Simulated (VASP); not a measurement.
# WC (P-6m2) in VASP: single point with PBE

Aim: the single point of WC with PBE.

Program: VASP 6.6.1. These are calculated values, not measurements. Logs are shortened: lines on timing, memory, paths and dates and some standing lists are left out, and cuts for length are marked.

## Step 1: The cell of the first run

The structure is hexagonal, space group P-6m2 (No. 187). Conventional cell: a = 2.922 Å, b = 2.922 Å, c = 2.847 Å, α = 90.00°, β = 90.00°, γ = 120.00°. W (site symmetry -6m2) has 6 C at 2.21 Å and 8 W at 2.85 to 2.92 Å within 3.0 Å. C (site symmetry -6m2) has 6 W at 2.21 Å and 8 C at 2.85 to 2.92 Å within 3.0 Å.

## Step 2: Single point, PBE

Contents of INCAR:

```
ALGO     = Normal         # electronic algorithm
EDIFF    = 1E-6           # SCF threshold, eV
ENCUT    = 1300           # plane-wave cutoff, eV
GGA      = PE             # functional
GGA_COMPAT= F            
ISIF     = 2              # what is computed and relaxed
ISMEAR   = 0              # smearing method
LASPH    = T              # aspherical terms in the spheres
LCHARG   = F              # write CHGCAR
LREAL    = F              # projectors in reciprocal space
LWAVE    = F              # write WAVECAR
NBANDS   = 16             # bands
NELM     = 120            # most SCF steps
PREC     = Accurate       # precision mode
SIGMA    = 0.15           # smearing width, eV
```

Contents of KPOINTS:

```
k-points
0
Gamma
  24 24 22
```

Contents of POSCAR:

```
WC
1.0
    2.9217716515      0.0000000000      0.0000000000
   -1.4608858258      2.5303284743      0.0000000000
    0.0000000000      0.0000000000      2.8470758817
W C
1 1
Direct
    0.0000000000      0.0000000000      0.0000000000
    0.6666666667      0.3333333333      0.5000000000
```

Potentials or basis: VASP PAW PBE potentials, release 64 (W_sv, C_h).

Run with:

```
$ cat potpaw_PBE.64/W_sv/POTCAR potpaw_PBE.64/C_h/POTCAR > POTCAR
$ mpirun -np 1 vasp_std > vasp.out
```

OUTCAR:

```text
EDIFF = 1E-6
   ENCUT = 1300
   GGA = PE
   ISIF = 2
   ISMEAR = 0
   LASPH = T
   LREAL = F
   NELM = 120
   PREC = Accurate

 ion  position               nearest neighbor table
   1  0.000  0.000  0.000-   2 2.21   2 2.21   2 2.21   2 2.21   2 2.21   2 2.21
   2  0.667  0.333  0.500-   1 2.21   1 2.21   1 2.21   1 2.21   1 2.21   1 2.21

  LATTYP: Found a hexagonal cell.
 ALAT       =     2.9217716515
 C/A-ratio  =     0.9744347681

  Lattice vectors:

 A1 = (   2.9217716515,   0.0000000000,   0.0000000000)
 A2 = (  -1.4608858258,   2.5303284743,   0.0000000000)
 A3 = (   0.0000000000,   0.0000000000,   2.8470758817)

Analysis of symmetry for initial positions (statically):
=====================================================================
 Subroutine PRICEL returns:
 Original cell was already a primitive cell.

 Routine SETGRP: Setting up the symmetry group for a
 hexagonal supercell.

 Subroutine GETGRP returns: Found 12 space group operations
 (whereof 12 operations were pure point group operations)
 out of a pool of 24 trial point group operations.

The static configuration has the point symmetry D_3h.

Analysis of symmetry for dynamics (positions and initial velocities):
=====================================================================
 Subroutine PRICEL returns:
 Original cell was already a primitive cell.

 Routine SETGRP: Setting up the symmetry group for a
 hexagonal supercell.

 Subroutine GETGRP returns: Found 12 space group operations
 (whereof 12 operations were pure point group operations)
 out of a pool of 24 trial point group operations.

The dynamic configuration has the point symmetry D_3h.

 Subroutine INISYM returns: Found 12 space group operations
 (whereof 12 operations are pure point group operations),
 and found     1 'primitive' translations

----------------------------------------------------------------------------------------

                                     Primitive cell

  volume of cell :      21.0486

  direct lattice vectors                    reciprocal lattice vectors
     2.921771651  0.000000000  0.000000000     0.342258095  0.197602803  0.000000000
    -1.460885826  2.530328474  0.000000000     0.000000000  0.395205607  0.000000000
     0.000000000  0.000000000  2.847075882     0.000000000  0.000000000  0.351237565

  length of vectors
     2.921771651  2.921771652  2.847075882     0.395205607  0.395205607  0.351237565

  position of ions in fractional coordinates (direct lattice)
     0.000000000  0.000000000  0.000000000
     0.666666667  0.333333333  0.500000000

  ion indices of the primitive-cell ions
   primitive index   ion index
                 1           1
                 2           2

----------------------------------------------------------------------------------------

 KPOINTS: k-points

Automatic generation of k-mesh.
 Grid dimensions read from file:
 generate k-points for:   24   24   22

 Generating k-lattice:

  Cartesian coordinates                     Fractional coordinates (reciprocal lattice)
     0.014260754  0.008233450  0.000000000     0.041666667 -0.000000000  0.000000000
     0.000000000  0.016466900  0.000000000     0.000000000  0.041666667  0.000000000
     0.000000000  0.000000000  0.015965344     0.000000000  0.000000000  0.045454545

  Length of vectors
     0.016466900  0.016466900  0.015965344

  Shift w.r.t. Gamma in fractional coordinates (k-lattice)
     0.000000000  0.000000000  0.000000000

 Subroutine IBZKPT returns following result:
 ===========================================

 Found    732 irreducible k-points:

 Following reciprocal coordinates:
            Coordinates               Weight
  0.000000  0.000000  0.000000      1.000000
  0.041667 -0.000000  0.000000      6.000000
  0.083333  0.000000  0.000000      6.000000
  0.125000  0.000000  0.000000      6.000000
  0.166667  0.000000  0.000000      6.000000
  0.208333  0.000000  0.000000      6.000000
[... 16 lines left out ...]
  0.416667  0.041667  0.000000     12.000000
  0.458333  0.041667  0.000000     12.000000
 [... further k-points ...]
   k-points           NKPTS =    732   k-points in BZ     NKDIM =    732   number of bands    NBANDS=     16
   number of dos      NEDOS =    301   number of ions     NIONS =      2
   total plane-waves  NPLWV =  46656
   dimension x,y,z NGX =    36 NGY =   36 NGZ =   36
   dimension x,y,z NGXF=    72 NGYF=   72 NGZF=   72
   ions per type =               1   1
   NGX,Y,Z   is equivalent  to a cutoff of  20.48, 20.48, 21.02 a.u.
   NGXF,Y,Z  is equivalent  to a cutoff of  40.97, 40.97, 42.04 a.u.
 SYSTEM =  unknown system
   PREC   = accura    normal or accurate (medium, high low for compatibility)
   ISTART =      0    job   : 0-new  1-cont  2-samecut
   ICHARG =      2    charge: 1-file 2-atom 10-const
   ISPIN  =      1    spin polarized calculation?
   LNONCOLLINEAR =      F non collinear calculations
   LSORBIT =      F    spin-orbit coupling
   LASPH  =      T    aspherical Exc in radial PAW
   ENCUT  = 1300.0 eV  95.55 Ry    9.77 a.u.   8.59  8.59  8.37*2*pi/ulx,y,z
   NELM   =    120;   NELMIN=  2; NELMDL= -5     # of ELM steps
   EDIFF  = 0.1E-05   stopping-criterion for ELM
   LREAL  =      F    real-space projection
   EDIFFG = 0.1E-04   stopping-criterion for IOM
   NSW    =      0    number of steps for IOM
   IBRION =     -1    ionic relax: 0-MD 1-quasi-New 2-CG
   NFREE  =      0    steps in history (QN), initial steepest desc. (CG)
   ISIF   =      2    stress and relaxation
   ISYM   =      2    0-nonsym 1-usesym 2-fastsym
   POTIM  = 0.5000    time-step for ionic-motion
   TEBEG  =    0.0;   TEEND  =   0.0 temperature during run
   PSTRESS=    0.0 pullay stress
   NELECT =      18.0000    total number of electrons
   NUPDOWN=      -1.0000    fix difference up-down
   EMIN   =  10.00;   EMAX   =-10.00  energy-range for DOS
   EFERMI =   0.00;   METHOD = LEGACY
   ISMEAR =     0;   SIGMA  =   0.15  broadening in eV -4-tet -1-fermi 0-gaus
   EFERMI_NEDOS =   21; number of points for ismear=-14 and -15
   IALGO  =     38    algorithm
   IMIX   =      4    mixing-type and parameters
     AMIX     =   0.40;   BMIX     =  1.00
     AMIX_MAG =   1.60;   BMIX_MAG =  1.00
  volume/ion in A,a.u.               =      10.52        71.02
  Fermi-wavevector in a.u.,A,eV,Ry     =   1.553907  2.936458 32.852980  2.414626
  Thomas-Fermi vector in A             =   2.658070
   LORBIT       =      0    0 simple, 1 ext, 2 COOP (PROOUT), +10 PAW based schemes
   GGA     = PE    functional components
   LHFCALC =     F    Hartree Fock is set to
   AEXX    =    0.0000 exact exchange contribution
   IVDW    =     0    specifies the selected vdW correction
   LEPSILON=     F    determine dielectric tensor
   LRPA    =     F    only Hartree local field effects (RPA)
 non-spin polarized calculation
 Gauss-broadening in eV      SIGMA  =   0.15
  energy-cutoff  :     1300.00
  volume of cell :       21.05
 maximum number of plane-waves:      2284
 NGX is ok and might be reduce to    36
   NGX = 17   NGY = 17   NGZ = 17

 number of electron      18.0000000 magnetization

 Free energy of the ion-electron system (eV)
  ---------------------------------------------------
  ext. energy  EPLUGINS =         0.00000000
  ---------------------------------------------------
  free energy    TOTEN  =       -22.45743218 eV

  energy without entropy =      -22.45412762  energy(sigma->0) =      -22.45577990

 E-fermi :  11.2032     XC(G=0): -13.7550

 val. band max:       11.2025163348   @ k =   0.2917   0.2500   0.0000
 cond. band min:      11.2069862229   @ k =   0.3750   0.2500   0.0455
 fundamental gap:      0.0044698881
 Fermi energy:        11.2032353607

 k-point     1 :       0.0000    0.0000    0.0000
  band No.  band energies     occupation
      1     -62.8309      2.00000
      2     -26.8083      2.00000
      3     -26.7162      2.00000
      4     -26.7162      2.00000
      5      -3.1379      2.00000
      6       6.9736      2.00000
[... 8 lines left out ...]
     15      25.4192      0.00000
     16      27.8004      0.00000

 k-point     2 :       0.0417   -0.0000    0.0000
  band No.  band energies     occupation
      1     -62.8300      2.00000
      2     -26.8065      2.00000
      3     -26.7301      2.00000
      4     -26.7194      2.00000
      5      -3.0928      2.00000
      6       6.9919      2.00000
[... 8 lines left out ...]
     15      25.3092      0.00000
     16      27.8960      0.00000

 k-point     3 :       0.0833    0.0000    0.0000
  band No.  band energies     occupation
      1     -62.8273      2.00000
      2     -26.8013      2.00000
      3     -26.7705      2.00000
      4     -26.7285      2.00000
      5      -2.9595      2.00000
      6       7.0147      2.00000
[... 8 lines left out ...]
     15      25.0815      0.00000
     16      28.1763      0.00000

 k-point     4 :       0.1250    0.0000    0.0000
  band No.  band energies     occupation
      1     -62.8230      2.00000
      2     -26.8342      2.00000
      3     -26.7931      2.00000
      4     -26.7431      2.00000
      5      -2.7437      2.00000
      6       6.9066      2.00000
[... 8 lines left out ...]
     15      24.8778      0.00000
     16      28.6233      0.00000
[... 324 lines left out ...]
 k-point    22 :       0.3750    0.0417    0.0000
  band No.  band energies     occupation
      1     -62.7821      2.00000
      2     -27.4061      2.00000
      3     -26.8864      2.00000
      4     -26.7140      2.00000
      5      -0.2764      2.00000
      6       4.5639      2.00000
[... 8 lines left out ...]
     15      25.1551      0.00000
     16      28.1007      0.00000

 k-point    23 :       0.4167    0.0417    0.0000
  band No.  band energies     occupation
      1     -62.7786      2.00000
      2     -27.4531      2.00000
      3     -26.8985      2.00000
      4     -26.7072      2.00000
      5       0.0054      2.00000
      6       4.3662      2.00000
[... 8 lines left out ...]
     15      24.4216      0.00000
     16      28.6676      0.00000

 k-point    24 :       0.4583    0.0417    0.0000
  band No.  band energies     occupation
      1     -62.7768      2.00000
      2     -27.4772      2.00000
      3     -26.9047      2.00000
      4     -26.7037      2.00000
      5       0.1609      2.00000
      6       4.2601      2.00000
[... 8 lines left out ...]
     15      24.0036      0.00000
     16      29.0104      0.00000

 [... further k-points ...]

------------------------ aborting loop because EDIFF is reached ----------------------------------------

  FORCE on cell =-STRESS in cart. coord.  units (eV):
  Direction    XX          YY          ZZ          XY          YZ          ZX
  --------------------------------------------------------------------------------------
  -------------------------------------------------------------------------------------
  Total        0.1366825      0.1366825      0.1344819     -0.0000000      0.0000000      0.0000000
  in kB       10.4040194     10.4040194     10.2365199     -0.0000000      0.0000000      0.0000000
  external PRESSURE =      10.3481863 kB  Pullay stress =       0.0000000 kB

 VOLUME and BASIS-vectors are now :
 -----------------------------------------------------------------------------
  energy-cutoff  :     1300.00
  volume of cell :       21.05
      direct lattice vectors                 reciprocal lattice vectors
     2.921771651  0.000000000  0.000000000     0.342258095  0.197602803  0.000000000
    -1.460885826  2.530328474  0.000000000     0.000000000  0.395205607  0.000000000
     0.000000000  0.000000000  2.847075882     0.000000000  0.000000000  0.351237565

 POSITION                                       TOTAL-FORCE (eV/Angst)
 -----------------------------------------------------------------------------------
      0.00000      0.00000      0.00000        -0.000000      0.000000      0.000000
      1.46089      0.84344      1.42354         0.000000     -0.000000      0.000000
 -----------------------------------------------------------------------------------
    total drift:                               -0.000000      0.000000      0.000000

  FREE ENERGIE OF THE ION-ELECTRON SYSTEM (eV)
  ---------------------------------------------------
  free  energy   TOTEN  =       -22.4574321840 eV

  energy  without entropy=      -22.4541276224  energy(sigma->0) =      -22.45577990
```

Run time: 4.1 min. Hardware: 1 thread of Intel Xeon 6975P-C (Granite Rapids), shared host; peak memory 0.98 GiB.

What came out:

- Free energy: -22.4574 eV
- Pressure: 1.0 GPa
- Band gap on the k mesh: zero (bands 9 and 10 overlap by 1.27 eV)

Caveat: spin-orbit coupling is left out, which moves the levels of the heavy elements.
